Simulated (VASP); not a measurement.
Runs of VASP 6.6.1 on Mo. The structure is that of space group Im-3m (No. 229), or close to it. The cells are those of the table. 

```csv
task,cell,k mesh,gap on the mesh (eV),pressure (GPa),relaxed volume (Å³/atom)
single point,"a = 2.739 Å, angles 109.5°, 1 atom",8 × 8 × 8,none,0.5,-
relaxation of cell and atoms,"relaxed from a = 2.739 Å, angles 109.5°, 1 atom",18 × 18 × 18,none,0.0,15.82
relaxation of cell and atoms,"relaxed from a = 2.711 Å, angles 109.5°, 1 atom",8 × 8 × 8,none,-0.3,15.88
single point,"a = 2.737 Å, angles 109.5°, 1 atom",18 × 18 × 18,none,0.5,-
single point,"a = 2.711 Å, angles 109.5°, 1 atom",8 × 8 × 8,none,(a),-
```

Alike in all rows: level PBE; potentials or basis VASP PAW PBE potentials, release 64 (Mo_sv); no spin polarisation; cutoff (eV) 500; smearing gaussian 0.1 eV.

Problem. Fill in the values left out.

Solution. (a) 9.2.

Caveats: the cell stands under pressure (at least some runs).

A k mesh can miss the band edges, and the runs leave out spin-orbit coupling on Mo.

A gap of «none» marks levels without a gap at the run's occupations.
